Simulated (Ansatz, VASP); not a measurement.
## HfN: VASP beside Ansatz

File INCAR:

```
PREC = Accurate
ENCUT = 520
EDIFF = 1E-7
ISMEAR = 0
SIGMA = 0.15
LREAL = F
LASPH = T
NELM = 60
ALGO = Normal
ISIF = 2
LWAVE = F
LCHARG = T
GGA = PS
LELF = T
LVHAR = T
NBANDS = 14
```

Contents of KPOINTS:

```
Automatic mesh
0
Gamma
  16 16 16
```

Contents of POSCAR:

```
HfN
1.0
    0.0000000000      2.5775631000      2.5775631000
    2.5775631000      0.0000000000      2.5775631000
    2.5775631000      2.5775631000      0.0000000000
Hf N
1 1
Direct
    0.0000000000      0.0000000000      0.0000000000
    0.7500000000      0.7500000000      0.7500000000
```

Input for Ansatz:

```yaml
crystal:
  lattice:
    - [0.0, 2.5775631, 2.5775631]
    - [2.5775631, 0.0, 2.5775631]
    - [2.5775631, 2.5775631, 0.0]
  atoms:
    - { symbol: Hf, position: [0.0, 0.0, 0.0] }
    - { symbol: "N", position: [0.75, 0.75, 0.75] }
basis:
  ecutwfc: 420
kpoints:
  mp_grid: { grid: [16, 16, 16] }
hamiltonian:
  xc: pbesol
scf:
  occupations: { method: gaussian, width: 0.15 }
output:
  forces: true
  stress: true
  eigenvalues: true
```

Change from the starting cell: strain +0.050 along x and y, +0.050 along z, atoms carried along.

Alike in both runs: task single point; functional PBEsol; k mesh 16 × 16 × 16; occupations gaussian, width 0.15 eV; no spin polarisation.

|  | VASP | Ansatz |
| --- | --- | --- |
| version | VASP 6.6.1 | Ansatz 0.2.0 |
| potentials or method | VASP PAW PBE potentials, release 64 (Hf_pv, N), cutoff 520 eV | scalar-relativistic, plane waves, PAW |
| valence electrons in the cell | 15 | 31 |

|  | VASP | Ansatz | Ansatz less VASP |
| --- | --- | --- | --- |
| gap on the k mesh at the Fermi level (eV) | none | none | - |
| pressure (GPa) | -25.6 | -24.7 | +0.94 |

VASP's potentials were made for PBE, not for PBEsol. A gap of «none» marks a metal or a gap that the smearing closes. VASP's potentials hold 15 valence electrons a cell and Ansatz's 31, so a difference there can come from the potentials and not from the codes.

Spin-orbit coupling is off throughout.
